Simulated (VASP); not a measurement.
# GaAs (I4/mmm) in VASP: relaxation of cell and atoms with PBE

Aim: the relaxation of cell and atoms of GaAs with PBE.

Program: VASP 6.6.1. These are calculated values, not measurements. Logs are shortened: lines on timing, memory, paths and dates and some standing lists are left out, and cuts for length are marked.

## Step 1: The cell of the first run

The typed cell holds 2 atoms: a = 3.812 Å, b = 3.812 Å, c = 3.812 Å, α = 119.99°, β = 119.99°, γ = 90.02°.

## Step 2: Relaxation of cell and atoms, PBE

INCAR reads:

```
SYSTEM = GaAs
PREC = Accurate ; ENCUT = 600
EDIFF = 1E-6 ; ISMEAR = 0
SIGMA = 0.1 ; LREAL = .False.
LASPH = .True. ; NELM = 100
ALGO = Normal ; ISIF = 3
LWAVE = .False. ; LCHARG = .False.
GGA = PE ; IBRION = 2
NSW = 100 ; EDIFFG = -0.01
```

KPOINTS reads:

```
regular mesh
0
Gamma
  20 20 20
  0 0 0
```

POSCAR reads:

```
GaAs
1.0
   -1.9064872609      1.9064872609      2.6953140469
    1.9064872609     -1.9064872609      2.6953140469
    1.9064872609      1.9064872609     -2.6953140469
Ga As
1 1
Direct
    0.0000000000      0.0000000000      0.0000000000
    0.5000000000      0.5000000000      0.0000000000
```

Potentials or basis: VASP PAW PBE potentials, release 64 (Ga_d, As).

Started as:

```
$ cat potpaw_PBE.64/Ga_d/POTCAR potpaw_PBE.64/As/POTCAR > POTCAR
$ mpirun -np 1 vasp_std > vasp.out
```

OUTCAR:

```text
SYSTEM = GaAs
   PREC = Accurate
   ENCUT = 600
   EDIFF = 1E-6
   ISMEAR = 0
   LREAL = .False.
   LASPH = .True.
   NELM = 100
   ISIF = 3
   GGA = PE
   IBRION = 2
   NSW = 100
   EDIFFG = -0.01

 ion  position               nearest neighbor table
   1  0.000  0.000  0.000-   2 2.70   2 2.70   2 2.70   2 2.70   2 2.70   2 2.70
   2  0.500  0.500  0.000-   1 2.70   1 2.70   1 2.70   1 2.70   1 2.70   1 2.70

  LATTYP: Found a body centered tetragonal cell.
 ALAT       =     3.8129745218
 C/A-ratio  =     1.4137592745

  Lattice vectors:

 A1 = (  -1.9064872609,   1.9064872609,   2.6953140469)
 A2 = (   1.9064872609,  -1.9064872609,   2.6953140469)
 A3 = (   1.9064872609,   1.9064872609,  -2.6953140469)

Analysis of symmetry for initial positions (statically):
=====================================================================
 Subroutine PRICEL returns:
 Original cell was already a primitive cell.

 Routine SETGRP: Setting up the symmetry group for a
 body centered tetragonal supercell.

 Subroutine GETGRP returns: Found 16 space group operations
 (whereof 16 operations were pure point group operations)
 out of a pool of 16 trial point group operations.

The static configuration has the point symmetry D_4h.

Analysis of symmetry for dynamics (positions and initial velocities):
=====================================================================
 Subroutine PRICEL returns:
 Original cell was already a primitive cell.

 Routine SETGRP: Setting up the symmetry group for a
 body centered tetragonal supercell.

 Subroutine GETGRP returns: Found 16 space group operations
 (whereof 16 operations were pure point group operations)
 out of a pool of 16 trial point group operations.

The dynamic configuration has the point symmetry D_4h.

 Subroutine INISYM returns: Found 16 space group operations
 (whereof 16 operations are pure point group operations),
 and found     1 'primitive' translations

----------------------------------------------------------------------------------------

                                     Primitive cell

  volume of cell :      39.1866

  direct lattice vectors                    reciprocal lattice vectors
    -1.906487261  1.906487261  2.695314047     0.000000000  0.262262440  0.185507140
     1.906487261 -1.906487261  2.695314047     0.262262440  0.000000000  0.185507140
     1.906487261  1.906487261 -2.695314047     0.262262440  0.262262440  0.000000000

  length of vectors
     3.812362150  3.812362150  3.812362150     0.321238986  0.321238986  0.370895099

  position of ions in fractional coordinates (direct lattice)
     0.000000000  0.000000000  0.000000000
     0.500000000  0.500000000  0.000000000

  ion indices of the primitive-cell ions
   primitive index   ion index
                 1           1
                 2           2

----------------------------------------------------------------------------------------

 KPOINTS: regular mesh

Automatic generation of k-mesh.
 Grid dimensions read from file:
 generate k-points for:   20   20   20

 Generating k-lattice:

  Cartesian coordinates                     Fractional coordinates (reciprocal lattice)
     0.000000000  0.013113122  0.009275357     0.050000000  0.000000000  0.000000000
     0.013113122  0.000000000  0.009275357     0.000000000  0.050000000  0.000000000
     0.013113122  0.013113122  0.000000000     0.000000000  0.000000000  0.050000000

  Length of vectors
     0.016061949  0.016061949  0.018544755

  Shift w.r.t. Gamma in fractional coordinates (k-lattice)
     0.000000000  0.000000000  0.000000000
[... 60 lines left out ...]
   TEBEG  =    0.0;   TEEND  =   0.0 temperature during run
   PSTRESS=    0.0 pullay stress
   NELECT =      18.0000    total number of electrons
   NUPDOWN=      -1.0000    fix difference up-down
   EMIN   =  10.00;   EMAX   =-10.00  energy-range for DOS
   EFERMI =   0.00;   METHOD = LEGACY
   ISMEAR =     0;   SIGMA  =   0.10  broadening in eV -4-tet -1-fermi 0-gaus
   EFERMI_NEDOS =   21; number of points for ismear=-14 and -15
   IALGO  =     38    algorithm
   IMIX   =      4    mixing-type and parameters
     AMIX     =   0.40;   BMIX     =  1.00
     AMIX_MAG =   1.60;   BMIX_MAG =  1.00
  volume/ion in A,a.u.               =      19.59       132.22
  Fermi-wavevector in a.u.,A,eV,Ry     =   1.263145  2.386998 21.708582  1.595536
  Thomas-Fermi vector in A             =   2.396517
   LORBIT       =      0    0 simple, 1 ext, 2 COOP (PROOUT), +10 PAW based schemes
   GGA     = PE    functional components
   LHFCALC =     F    Hartree Fock is set to
   AEXX    =    0.0000 exact exchange contribution
   IVDW    =     0    specifies the selected vdW correction
   LEPSILON=     F    determine dielectric tensor
   LRPA    =     F    only Hartree local field effects (RPA)
 conjugate gradient relaxation of ions
 non-spin polarized calculation
 Gauss-broadening in eV      SIGMA  =   0.10
  energy-cutoff  :      600.00
  volume of cell :       39.19
 maximum number of plane-waves:      1326
   NGX = 15   NGY = 15   NGZ = 15

--------------------------------------- Ionic step        1  -------------------------------------------

 number of electron      17.9999994 magnetization

 Free energy of the ion-electron system (eV)
  ---------------------------------------------------
  ext. energy  EPLUGINS =         0.00000000
  ---------------------------------------------------
  free energy    TOTEN  =        -7.63357090 eV

  energy without entropy =       -7.62822631  energy(sigma->0) =       -7.63089861

------------------------ aborting loop because EDIFF is reached ----------------------------------------

  FORCE on cell =-STRESS in cart. coord.  units (eV):
  Direction    XX          YY          ZZ          XY          YZ          ZX
  --------------------------------------------------------------------------------------
  -------------------------------------------------------------------------------------
  Total        0.0231483      0.0231483      0.0300766      0.0000000     -0.0000000      0.0000000
  in kB        0.9464397      0.9464397      1.2297089      0.0000000     -0.0000000      0.0000000
  external PRESSURE =       1.0408627 kB  Pullay stress =       0.0000000 kB

 VOLUME and BASIS-vectors are now :
 -----------------------------------------------------------------------------
  energy-cutoff  :      600.00
  volume of cell :       39.19
      direct lattice vectors                 reciprocal lattice vectors
    -1.906487261  1.906487261  2.695314047     0.000000000  0.262262440  0.185507140
     1.906487261 -1.906487261  2.695314047     0.262262440  0.000000000  0.185507140
     1.906487261  1.906487261 -2.695314047     0.262262440  0.262262440  0.000000000

 POSITION                                       TOTAL-FORCE (eV/Angst)
 -----------------------------------------------------------------------------------
      0.00000      0.00000      0.00000        -0.000000      0.000000     -0.000000
      0.00000      0.00000      2.69531         0.000000     -0.000000      0.000000
 -----------------------------------------------------------------------------------
    total drift:                               -0.000000      0.000000      0.000000

  FREE ENERGIE OF THE ION-ELECTRON SYSTEM (eV)
  ---------------------------------------------------
  free  energy   TOTEN  =        -7.6335709046 eV

  energy  without entropy=       -7.6282263108  energy(sigma->0) =       -7.63089861

--------------------------------------- Ionic step        2  -------------------------------------------

 number of electron      17.9999993 magnetization

 Free energy of the ion-electron system (eV)
  ---------------------------------------------------
  ext. energy  EPLUGINS =         0.00000000
  ---------------------------------------------------
  free energy    TOTEN  =        -7.63359705 eV

  energy without entropy =       -7.62823877  energy(sigma->0) =       -7.63091791

 E-fermi :   5.1951     XC(G=0): -10.5922

 val. band max:        5.1910034463   @ k =   0.4000   0.3000   0.0500
 cond. band min:       5.2019621368   @ k =  -0.0500  -0.1500   0.0500
 fundamental gap:      0.0109586905
 Fermi energy:         5.1950875965

 k-point     1 :       0.0000    0.0000    0.0000
  band No.  band energies     occupation
      1      -9.5666      2.00000
      2      -9.5666      2.00000
      3      -9.5473      2.00000
      4      -9.5473      2.00000
      5      -9.5472      2.00000
      6      -7.8669      2.00000
      7       5.0551      1.95219
      8       5.2419      0.50762
      9       5.2438      0.49065
     10       5.2438      0.49064
     11      12.5131      0.00000
     12      12.5131      0.00000
     13      12.5144      0.00000
[... 354 lines left out ...]
  band No.  band energies     occupation
      1      -9.5935      2.00000
      2      -9.5853      2.00000
      3      -9.5514      2.00000
      4      -9.5275      2.00000
      5      -9.5240      2.00000
      6      -6.4661      2.00000
      7      -0.7790      2.00000
      8       4.9550      1.99932
      9       5.3069      0.11380
     10       7.9191      0.00000
     11       8.4291      0.00000
     12       9.4567      0.00000
     13      10.3778      0.00000

 [... further k-points ...]

------------------------ aborting loop because EDIFF is reached ----------------------------------------

  FORCE on cell =-STRESS in cart. coord.  units (eV):
  Direction    XX          YY          ZZ          XY          YZ          ZX
  --------------------------------------------------------------------------------------
  -------------------------------------------------------------------------------------
  Total        0.0002018      0.0002018      0.0032259      0.0000000     -0.0000000      0.0000000
  in kB        0.0082357      0.0082357      0.1316502      0.0000000     -0.0000000      0.0000000
  external PRESSURE =       0.0493739 kB  Pullay stress =       0.0000000 kB

 VOLUME and BASIS-vectors are now :
 -----------------------------------------------------------------------------
  energy-cutoff  :      600.00
  volume of cell :       39.26
      direct lattice vectors                 reciprocal lattice vectors
    -1.907551783  1.907551783  2.697269464     0.000000000  0.262116082  0.185372654
     1.907551783 -1.907551783  2.697269464     0.262116082  0.000000000  0.185372654
     1.907551783  1.907551783 -2.697269464     0.262116082  0.262116082  0.000000000

 POSITION                                       TOTAL-FORCE (eV/Angst)
 -----------------------------------------------------------------------------------
      3.81510      0.00000      0.00000         0.000000     -0.000000      0.000000
      0.00000      0.00000      2.69727        -0.000000      0.000000      0.000000
 -----------------------------------------------------------------------------------
    total drift:                                0.000000      0.000000      0.000000

  FREE ENERGIE OF THE ION-ELECTRON SYSTEM (eV)
  ---------------------------------------------------
  free  energy   TOTEN  =        -7.6335970528 eV

  energy  without entropy=       -7.6282387700  energy(sigma->0) =       -7.63091791

 reached required accuracy - stopping structural energy minimisation
```

Wall time 5.5 min (1 thread of AMD EPYC 7R43 (Zen 3), shared host); peak memory 0.51 GiB.

What came out:

```yaml
Free_energy: -7.6336 eV
Relaxed_volume: 19.63 Å³/atom
Relaxed_cell: a = 3.815 Å, b = 3.815 Å, c = 3.815 Å, α = 119.99°, β = 119.99°, γ = 90.01°
Space_group_after_relaxing_to_0.05_Å: Fm-3m (No. 225)
Energy_gained_by_relaxing: 0.0 meV/atom
Ionic_steps: 2
Pressure_after_relaxing: 0.0 GPa
Band_gap_on_the_k_mesh: zero (band 9 reaches 5.80 eV, above the bottom of band 10 at 2.69 eV)
```

Final structure:
```xyz
2
Lattice="-1.9076 1.9076 2.6973 1.9076 -1.9076 2.6973 1.9076 1.9076 -2.6973" Properties=species:S:1:pos:R:3 pbc="T T T"
Ga    3.8151    0.0000    0.0000
As    0.0000    0.0000    2.6973
```
